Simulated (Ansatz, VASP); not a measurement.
NaI in VASP and in Ansatz

```
Na I
1.0
     0.00000    3.18785    3.18785
     3.18785    0.00000    3.18785
     3.18785    3.18785    0.00000
Na I
1 1
Direct
  0.00000 0.00000 0.00000
  0.50000 0.50000 0.50000
```

Change from the starting cell: strain -0.015 along x and y, -0.015 along z, atoms carried along.

Alike in both runs: task single point; functional PBE; k mesh 6 × 6 × 6; occupations gaussian, width 0.05 eV; no spin polarisation.

|  | VASP | Ansatz |
| --- | --- | --- |
| version | VASP 6.6.1 | Ansatz 0.2.0 |
| potentials or method | VASP PAW PBE potentials, release 64 (Na_pv, I), cutoff 520 eV | scalar-relativistic, plane waves, PAW |
| valence electrons in the cell | 14 | 26 |

|  | VASP | Ansatz | Ansatz less VASP |
| --- | --- | --- | --- |
| gap on the k mesh at the Fermi level (eV) | 3.77 | 3.77 | +0.004 |
| least direct gap on the mesh (eV) | 3.77 | 3.77 | +0.004 |
| pressure (GPa) | 1.3 | 1.3 | -0.03 |

The functional is the same, so the differences come from potentials, cutoffs and numerics. VASP's potentials hold 14 valence electrons a cell and Ansatz's 26, so a difference there can come from the potentials and not from the codes.

Neither program's run includes spin-orbit coupling.
